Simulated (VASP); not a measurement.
Crystal: AgOs2.

```
Ag Os
1.0
    -2.37625    2.37625    2.43968
     2.37625   -2.37625    2.43968
     2.37625    2.37625   -2.43968
Ag Os
1 2
Direct
  0.00000 0.00000 0.00000
  0.75000 0.25000 0.50000
  0.25000 0.75000 0.50000
```

| Property | Result |
| --- | --- |
| Program | VASP 6.6.1 |
| Task | relaxation of cell and atoms |
| Functional | PBE |
| Potentials or basis | VASP PAW PBE potentials, release 64 (Ag, Os) |
| Cutoff | 600 eV |
| k mesh | 14 × 14 × 14 |
| Occupations | gaussian, width 0.1 eV |
| Spin | no spin polarisation |

At the start: pressure 0.1 GPa; volume 18.37 Å³/atom.

Task: How do energy, volume and symmetry change on relaxing?

Result: Over 5 steps the energy falls by 7.2 meV/atom and the volume is 18.17 Å³/atom (-1.1 %); space group I4/mmm (No. 139, to 0.1 Å) before and after.

Step by step:
```
step  energy change (eV)  largest force (eV/Å)  pressure (GPa)  volume (Å³)
   1              0.0000                0.0000            0.09        55.10
   2             -0.0140                0.0000           -2.63        55.16
   3             -0.0180                0.0000           -1.85        55.15
   4             -0.0134                0.0000            2.91        53.60
   5             -0.0217                0.0000           -0.04        54.52
```

Final structure:
```cif
data_structure
_symmetry_space_group_name_H-M 'P 1'
_symmetry_Int_Tables_number 1
_cell_length_a 4.1403
_cell_length_b 4.1403
_cell_length_c 4.1403
_cell_angle_alpha 111.015
_cell_angle_beta 111.015
_cell_angle_gamma 106.426
_cell_volume 54.52
loop_
_atom_site_label
_atom_site_type_symbol
_atom_site_fract_x
_atom_site_fract_y
_atom_site_fract_z
_atom_site_occupancy
Ag1 Ag 0.00000 0.00000 0.00000 1
Os1 Os 0.75000 0.25000 0.50000 1
Os2 Os 0.25000 0.75000 0.50000 1
```
